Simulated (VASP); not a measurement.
# Mn (P6_3/mmc) in VASP: notebook, part 4 of 4

VASP 6.6.1. Earlier steps stand in the parts before.

### 6 Single point, LDA, collinear spin, antiferromagnetic start (volume scaled by 0.92)

INCAR reads:

```
ALGO = Normal
EDIFF = 1E-6
ENCUT = 520
ISIF = 2
ISMEAR = -1
ISPIN = 2
LASPH = T
LCHARG = F
LMAXMIX = 4
LORBIT = 11
LREAL = F
LWAVE = F
MAGMOM = 3 3 -3 -3
NBANDS = 38
NELM = 150
PREC = Accurate
SIGMA = 0.05
```

KPOINTS reads:

```
k-points
0
Gamma
  17 17 5
```

POSCAR reads:

```
Mn
1.0
    2.3660955899      0.0000000000      0.0000000000
   -1.1830477949      2.0490988886      0.0000000000
    0.0000000000      0.0000000000      7.6236186071
Mn
4
Direct
    1.0000000000      0.0000000000      0.0000000000
    1.0000000000      0.0000000000      0.5000000000
    0.3333333333      0.6666666667      0.2500000000
    0.6666666667      0.3333333333      0.7500000000
```

Potentials or basis: VASP PAW LDA potentials, release 64 (Mn_pv).

Run with:

```
> cat potpaw_LDA.64/Mn_pv/POTCAR > POTCAR
> mpirun -np 1 vasp_std > vasp.out
```

OUTCAR:

```text
EDIFF = 1E-6
   ENCUT = 520
   ISIF = 2
   ISMEAR = -1
   ISPIN = 2
   LASPH = T
   LORBIT = 11
   LREAL = F
   NELM = 150
   PREC = Accurate

 ion  position               nearest neighbor table
   1  0.000  0.000  0.000-   3 2.34   4 2.34   3 2.34   4 2.34   4 2.34   3 2.34
   2  0.000  0.000  0.500-   3 2.34   4 2.34   3 2.34   4 2.34   4 2.34   3 2.34
   3  0.333  0.667  0.250-   1 2.34   2 2.34   1 2.34   2 2.34   1 2.34   2 2.34
   4  0.667  0.333  0.750-   1 2.34   2 2.34   1 2.34   2 2.34   1 2.34   2 2.34

  LATTYP: Found a hexagonal cell.
 ALAT       =     2.3660955899
 C/A-ratio  =     3.2220247735

  Lattice vectors:

 A1 = (   2.3660955899,   0.0000000000,   0.0000000000)
 A2 = (  -1.1830477949,   2.0490988886,   0.0000000000)
 A3 = (   0.0000000000,   0.0000000000,   7.6236186071)

Analysis of symmetry for initial positions (statically):
=====================================================================
 Subroutine PRICEL returns:
 Original cell was already a primitive cell.

 Routine SETGRP: Setting up the symmetry group for a
 hexagonal supercell.

 Subroutine GETGRP returns: Found 24 space group operations
 (whereof 12 operations were pure point group operations)
 out of a pool of 24 trial point group operations.

The static configuration has the point symmetry D_3d.
 The point group associated with its full space group is D_6h.

Analysis of symmetry for dynamics (positions and initial velocities):
=====================================================================
 Subroutine PRICEL returns:
 Original cell was already a primitive cell.

 Routine SETGRP: Setting up the symmetry group for a
 hexagonal supercell.

 Subroutine GETGRP returns: Found 24 space group operations
 (whereof 12 operations were pure point group operations)
 out of a pool of 24 trial point group operations.

The dynamic configuration has the point symmetry D_3d.
 The point group associated with its full space group is D_6h.

Analysis of structural, dynamic, and magnetic symmetry:
=====================================================================
 Subroutine PRICEL returns:
 Original cell was already a primitive cell.

 Routine SETGRP: Setting up the symmetry group for a
 hexagonal supercell.

 Subroutine GETGRP returns: Found 24 space group operations
 (whereof 12 operations were pure point group operations)
 out of a pool of 24 trial point group operations.

The overall configuration has the point symmetry D_3d.
 The point group associated with its full space group is D_6h.

 Subroutine INISYM returns: Found 24 space group operations
 (whereof 12 operations are pure point group operations),
 and found     1 'primitive' translations

----------------------------------------------------------------------------------------

                                     Primitive cell

  volume of cell :      36.9621

  direct lattice vectors                    reciprocal lattice vectors
     2.366095590  0.000000000  0.000000000     0.422637194  0.244009698  0.000000000
    -1.183047795  2.049098889  0.000000000     0.000000000  0.488019395  0.000000000
     0.000000000  0.000000000  7.623618607     0.000000000  0.000000000  0.131171305

  length of vectors
     2.366095590  2.366095590  7.623618607     0.488019395  0.488019395  0.131171305
[... 79 lines left out ...]
   ISPIN  =      2    spin polarized calculation?
   LNONCOLLINEAR =      F non collinear calculations
   LSORBIT =      F    spin-orbit coupling
   LASPH  =      T    aspherical Exc in radial PAW
   ENCUT  =  520.0 eV  38.22 Ry    6.18 a.u.   4.40  4.40 14.17*2*pi/ulx,y,z
   NELM   =    150;   NELMIN=  2; NELMDL= -5     # of ELM steps
   EDIFF  = 0.1E-05   stopping-criterion for ELM
   LREAL  =      F    real-space projection
   EDIFFG = 0.1E-04   stopping-criterion for IOM
   NSW    =      0    number of steps for IOM
   IBRION =     -1    ionic relax: 0-MD 1-quasi-New 2-CG
   NFREE  =      0    steps in history (QN), initial steepest desc. (CG)
   ISIF   =      2    stress and relaxation
   ISYM   =      2    0-nonsym 1-usesym 2-fastsym
   POTIM  = 0.5000    time-step for ionic-motion
   TEBEG  =    0.0;   TEEND  =   0.0 temperature during run
   PSTRESS=    0.0 pullay stress
   NELECT =      52.0000    total number of electrons
   NUPDOWN=      -1.0000    fix difference up-down
   EMIN   =  10.00;   EMAX   =-10.00  energy-range for DOS
   EFERMI =   0.00;   METHOD = LEGACY
   ISMEAR =    -1;   SIGMA  =   0.05  broadening in eV -4-tet -1-fermi 0-gaus
   EFERMI_NEDOS =   21; number of points for ismear=-14 and -15
   IALGO  =     38    algorithm
   IMIX   =      4    mixing-type and parameters
     AMIX     =   0.40;   BMIX     =  1.00
     AMIX_MAG =   1.60;   BMIX_MAG =  1.00
  volume/ion in A,a.u.               =       9.24        62.36
  Fermi-wavevector in a.u.,A,eV,Ry     =   1.834385  3.466485 45.783174  3.364968
  Thomas-Fermi vector in A             =   2.888013
   LORBIT       =     11    0 simple, 1 ext, 2 COOP (PROOUT), +10 PAW based schemes
   GGA     = CA    functional components
   LHFCALC =     F    Hartree Fock is set to
   AEXX    =    0.0000 exact exchange contribution
   IVDW    =     0    specifies the selected vdW correction
   LEPSILON=     F    determine dielectric tensor
   LRPA    =     F    only Hartree local field effects (RPA)
 spin polarized calculation
  energy-cutoff  :      520.00
  volume of cell :       36.96
 maximum number of plane-waves:      1024
 NGX is ok and might be reduce to    18
   NGX =  9   NGY =  9   NGZ = 29

 number of electron      51.9999953 magnetization       0.0002940

 number of electron      51.9999953 magnetization      -0.0000106

 Free energy of the ion-electron system (eV)
  ---------------------------------------------------
  ext. energy  EPLUGINS =         0.00000000
  ---------------------------------------------------
  free energy    TOTEN  =       -40.29979696 eV

  energy without entropy =      -40.26797750  energy(sigma->0) =      -40.28388723

 E-fermi :  12.5518     XC(G=0): -15.3164

 val. band max:       12.5506079989   @ k =   0.2941   0.1765   0.0000
 cond. band min:      12.5540435092   @ k =   0.1765   0.0588   0.0000
 fundamental gap:      0.0034355103
 Fermi energy:        12.5517519022

 spin component 1

 k-point     1 :       0.0000    0.0000    0.0000
  band No.  band energies     occupation
      1     -35.7452      1.00000
      2     -35.1520      1.00000
      3     -35.0624      1.00000
      4     -34.6192      1.00000
      5     -34.6192      1.00000
      6     -34.5379      1.00000
[... 973 lines left out ...]
     37      23.8521      0.00000
     38      28.4041      0.00000

 [... further k-points ...]

 spin component 2

 k-point     1 :       0.0000    0.0000    0.0000
  band No.  band energies     occupation
      1     -35.7452      1.00000
      2     -35.1524      1.00000
      3     -35.0620      1.00000
      4     -34.6192      1.00000
      5     -34.6192      1.00000
      6     -34.5376      1.00000
[... 973 lines left out ...]
     37      23.8521      0.00000
     38      28.4041      0.00000

 [... further k-points ...]
[... 5 lines left out ...]
  --------------------------------------------------------------------------------------
  -------------------------------------------------------------------------------------
  Total        7.8452411      7.8452411      7.7610856      0.0000000     -0.0000000      0.0000000
  in kB      340.0638839    340.0638839    336.4160352      0.0000000     -0.0000000      0.0000000
  external PRESSURE =     338.8479344 kB  Pullay stress =       0.0000000 kB

 VOLUME and BASIS-vectors are now :
 -----------------------------------------------------------------------------
  energy-cutoff  :      520.00
  volume of cell :       36.96
      direct lattice vectors                 reciprocal lattice vectors
     2.366095590  0.000000000  0.000000000     0.422637194  0.244009698  0.000000000
    -1.183047795  2.049098889  0.000000000     0.000000000  0.488019395  0.000000000
     0.000000000  0.000000000  7.623618607     0.000000000  0.000000000  0.131171305

 POSITION                                       TOTAL-FORCE (eV/Angst)
 -----------------------------------------------------------------------------------
      0.00000      0.00000      0.00000         0.000000     -0.000000     -0.000000
      0.00000      0.00000      3.81181         0.000000     -0.000000     -0.000000
     -0.00000      1.36607      1.90590         0.000000      0.000000     -0.000000
      1.18305      0.68303      5.71771        -0.000000      0.000000      0.000000
 -----------------------------------------------------------------------------------
    total drift:                                0.000000     -0.000000      0.000000

  FREE ENERGIE OF THE ION-ELECTRON SYSTEM (eV)
  ---------------------------------------------------
  free  energy   TOTEN  =       -40.2997969601 eV

  energy  without entropy=      -40.2679774962  energy(sigma->0) =      -40.28388723

 total charge

# of ion       s       p       d       tot
------------------------------------------
    1        0.491   6.503   5.356  12.350
    2        0.491   6.503   5.356  12.350
    3        0.492   6.504   5.341  12.337
    4        0.492   6.504   5.341  12.337
--------------------------------------------------
tot          1.966  26.014  21.395  49.376

 magnetization (x)

# of ion       s       p       d       tot
------------------------------------------
    1        0.000   0.000   0.000   0.000
    2        0.000   0.000   0.000   0.000
    3       -0.000  -0.000  -0.000  -0.000
    4       -0.000  -0.000  -0.000  -0.000
--------------------------------------------------
tot         -0.000  -0.000   0.000   0.000
```

OSZICAR:

```text
N       E                     dE             d eps       ncg     rms          rms(c)
DAV:   1     0.623647385453E+03    0.62365E+03   -0.28068E+04 15936   0.198E+03
DAV:   2    -0.373674927621E+01   -0.62738E+03   -0.59748E+03 15096   0.542E+02
DAV:   3    -0.426165439989E+02   -0.38880E+02   -0.37698E+02 15810   0.157E+02
DAV:   4    -0.431909277590E+02   -0.57438E+00   -0.57402E+00 16446   0.200E+01
DAV:   5    -0.432032087479E+02   -0.12281E-01   -0.12281E-01 16410   0.288E+00    0.389E+01
DAV:   6    -0.399410543356E+02    0.32622E+01   -0.24611E+01 15798   0.490E+01    0.119E+01
DAV:   7    -0.404958328192E+02   -0.55478E+00   -0.18075E+00 16500   0.127E+01    0.958E+00
DAV:   8    -0.417992572516E+02   -0.13034E+01   -0.79443E+00 16266   0.355E+01    0.169E+01
DAV:   9    -0.402837171276E+02    0.15155E+01   -0.40112E+00 16200   0.190E+01    0.198E+00
DAV:  10    -0.402946919078E+02   -0.10975E-01   -0.14503E-01 16690   0.401E+00    0.894E-01
DAV:  11    -0.402990436287E+02   -0.43517E-02   -0.40144E-02 18184   0.223E+00    0.232E-01
DAV:  12    -0.402998793522E+02   -0.83572E-03   -0.73981E-03 15522   0.732E-01    0.111E-01
DAV:  13    -0.402998177632E+02    0.61589E-04   -0.18185E-04 16832   0.158E-01    0.433E-02
DAV:  14    -0.402998016109E+02    0.16152E-04   -0.23578E-05 17756   0.513E-02    0.180E-02
DAV:  15    -0.402997973328E+02    0.42781E-05   -0.36401E-06 12450   0.182E-02    0.630E-03
DAV:  16    -0.402997969601E+02    0.37271E-06   -0.62943E-07  7944   0.787E-03
   1 F= -.40299797E+02 E0= -.40283887E+02  d E =-.318195E-01  mag=    -0.0000
```

Wall time 4.6 min (1 thread of Oxide Virtual Turin-like, shared host); peak memory 0.24 GiB.

What came out:

```
Free energy                                           : -40.2998 eV
Pressure                                              : 33.9 GPa
Band gap on the k mesh                                : zero (filled and empty bands overlap)
Net moment                                            : 0.00 μB per cell
Valence electrons inside the program's atomic spheres : Mn 12.35, 12.34
```

Caveat: the starting moments collapsed, and a magnetic state may lie lower.
